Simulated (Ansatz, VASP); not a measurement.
**Mo: VASP beside Ansatz**

INCAR

```
ALGO = Fast
EDIFF = 1E-7
EDIFFG = -0.01
ENCUT = 600
GGA = PE
IBRION = 2
ISIF = 3
ISMEAR = 0
LASPH = True
LCHARG = False
LREAL = False
LWAVE = False
NELM = 80
NSW = 100
PREC = Accurate
SIGMA = 0.1
```

KPOINTS

```
k-points
0
Gamma
  12 12 12
```

The input POSCAR:

```
Mo
1.0
    3.8080641382      0.0000000000      0.0000000000
    0.0000000000      3.8080641382      0.0000000000
    0.0000000000      0.0000000000      3.8080641382
Mo
3
Direct
    0.0000000000      0.5000000000      0.5000000000
    0.5000000000      0.0000000000      0.5000000000
    0.5000000000      0.5000000000      0.0000000000
```

Input for Ansatz:

```yaml
crystal:
  lattice:
    - [3.8080641382, 0.0, 0.0]
    - [0.0, 3.8080641382, 0.0]
    - [0.0, 0.0, 3.8080641382]
  atoms:
    - { symbol: Mo, position: [0.0, 0.5, 0.5] }
    - { symbol: Mo, position: [0.5, 0.0, 0.5] }
    - { symbol: Mo, position: [0.5, 0.5, 0.0] }
basis:
  ecutwfc: 420
kpoints:
  mp_grid: { grid: [12, 12, 12] }
hamiltonian:
  xc: pbe
scf:
  occupations: { method: gaussian, width: 0.1 }
output:
  forces: true
  stress: true
  eigenvalues: true
  write_density: true
  write_potential: true
  elf: true
  volumetric_format: npy
relax:
  adjacent_minimum: "off"
  f_tol: 0.01
  max_steps: 80
  cell: { stress_tol: 0.05 }
```

Alike in both runs: task relaxation of cell and atoms; functional PBE; k mesh 12 × 12 × 12; occupations gaussian, width 0.1 eV; no spin polarisation.

|  | VASP | Ansatz |
| --- | --- | --- |
| version | VASP 6.6.1 | Ansatz 0.2.0 |
| potentials or method | VASP PAW PBE potentials, release 64 (Mo_sv), cutoff 600 eV | scalar-relativistic, plane waves, PAW |
| valence electrons in the cell | 42 | 42 |

|  | VASP | Ansatz | Ansatz less VASP |
| --- | --- | --- | --- |
| gap on the k mesh at the Fermi level, each at its own relaxed structure (eV) | none | none | - |
| relaxed volume (Å³/atom) | 18.36 | 18.33 | -0.029 |
| relaxed cell length with the largest relative difference (Å) | 3.805 | 3.803 | -0.0020 |

A gap of «none» marks a metal or a gap that the smearing closes.
